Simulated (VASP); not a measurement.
Here is a VASP 6.6.1 calculation.

File POSCAR:

```
TiS2
1.0
    3.4617605591      0.0000000000      0.0000000000
   -1.7308802796      2.9979725860      0.0000000000
    0.0000000000      0.0000000000      5.8248010104
Ti S
1 2
Direct
    0.0000000000      0.0000000000      0.0000000000
    0.3333333333      0.6666666667      0.2383106355
    0.6666666667      0.3333333333      0.7616893645
```

INCAR.step1

```
  PREC = Accurate
  ENCUT = 400
  EDIFF = 1E-5
  ISMEAR = -1
  SIGMA = 0.02
  LREAL = False
  LASPH = True
  NELM = 120
  ALGO = Normal
  ISIF = 2
  LWAVE = True
  LCHARG = False
  NBANDS = 19
  GGA = PE
  GGA_COMPAT = False
```

INCAR.step2

```
  PREC = Accurate
  ENCUT = 400
  EDIFF = 1E-6
  ISMEAR = -1
  SIGMA = 0.02
  LREAL = False
  LASPH = True
  NELM = 120
  ALGO = Normal
  ISIF = 2
  LWAVE = False
  LCHARG = False
  GGA = PE
  LHFCALC = True
  HFSCREEN = 0.2079
  PRECFOCK = Normal
  NBANDS = 19
  ISTART = 1
  GGA_COMPAT = False
```

File KPOINTS:

```
Automatic mesh
0
Gamma
  6 6 4
```

Potentials or basis: VASP PAW PBE potentials, release 64 (Ti_sv, S).

Command:

```sh
$ cat potpaw_PBE.64/Ti_sv/POTCAR potpaw_PBE.64/S/POTCAR > POTCAR
$ cp INCAR.step1 INCAR
$ mpirun -np 1 vasp_std > vasp.out
$ cp INCAR.step2 INCAR
$ mpirun -np 1 vasp_std > vasp.out
```

(1) Predict the band gap on the k mesh.

(2) Estimate the pressure.

## Answers

(1) 0.82 eV (least direct gap 1.23 eV).

(2) -2.4 GPa.

Caveat: the cell differs from its parent crystal (strain +1.5%); the PAW data sets were made with another functional, which shifts forces and pressure a little; this functional lacks dispersion, which binds layers or chains, so the pressure and a relaxed spacing across them are unreliable.
